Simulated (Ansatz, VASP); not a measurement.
# TiN: VASP beside Ansatz

The input INCAR:

```
SYSTEM = TiN
ALGO = Normal ; EDIFF = 1E-6
ENCUT = 520 ; GGA = PE
GGA_COMPAT = .FALSE. ; ISIF = 2
ISMEAR = -1 ; LASPH = .TRUE.
LCHARG = .FALSE. ; LMAXMIX = 4
LNONCOLLINEAR = .TRUE. ; LORBIT = 11
LORBMOM = .TRUE. ; LREAL = .FALSE.
LSORBIT = .TRUE. ; LWAVE = .FALSE.
MAGMOM = 0 0 0 0 0 0 ; NBANDS = 29
NELM = 150 ; PREC = Accurate
SIGMA = 0.05
```

The input KPOINTS:

```
k-points
0
G
  13 13 13
  0 0 0
```

File POSCAR:

```
TiN
1.0
    0.0000000000      2.1220000000      2.1220000000
    2.1220000000      0.0000000000      2.1220000000
    2.1220000000      2.1220000000      0.0000000000
Ti N
1 1
Direct
    0.0000000000      0.0000000000      0.0000000000
    0.5000000000      0.5000000000      0.5000000000
```

Input for Ansatz:

```yaml
crystal:
  lattice:
    - [0.0, 2.122, 2.122]
    - [2.122, 0.0, 2.122]
    - [2.122, 2.122, 0.0]
  atoms:
    - { symbol: Ti, position: [0.0, 0.0, 0.0] }
    - { symbol: "N", position: [0.5, 0.5, 0.5] }
kpoints:
  mp_grid: { grid: [13, 13, 13] }
  band_path:
    path:
      - [0.0, 0.0, 0.0]
      - [0.5, 0.0, 0.5]
      - [0.625, 0.25, 0.625]
      - [0.375, 0.375, 0.75]
      - [0.0, 0.0, 0.0]
      - [0.5, 0.5, 0.5]
      - [0.5, 0.25, 0.75]
      - [0.5, 0.0, 0.5]
    npoints: 5
scf:
  occupations: { method: fermi_dirac, width: 0.05 }
hamiltonian:
  xc: pbe
  pseudopotentials: { kind: all_electron, lapw: { basis_error: 0.0005 } }
output:
  forces: true
  stress: true
  eigenvalues: true
magnetization:
  noncollinear: true
  spin_orbit: true
```

Alike in both runs: task single point; functional PBE; k mesh 13 × 13 × 13; occupations fermi-dirac, width 0.05 eV; non-collinear spin, spin-orbit coupling.

```csv
,VASP,Ansatz
version,VASP 6.6.1,Ansatz 0.2.0
potentials or method,"VASP PAW PBE potentials, release 64 (Ti_sv, N), cutoff 520 eV",all-electron LAPW
```

Ansatz gave:

* pressure (GPa): 0.6

Task: Which values does VASP return?

Result: Pressure (GPa): 1.1.

Ansatz ran all-electron here, and VASP with PAW potentials.
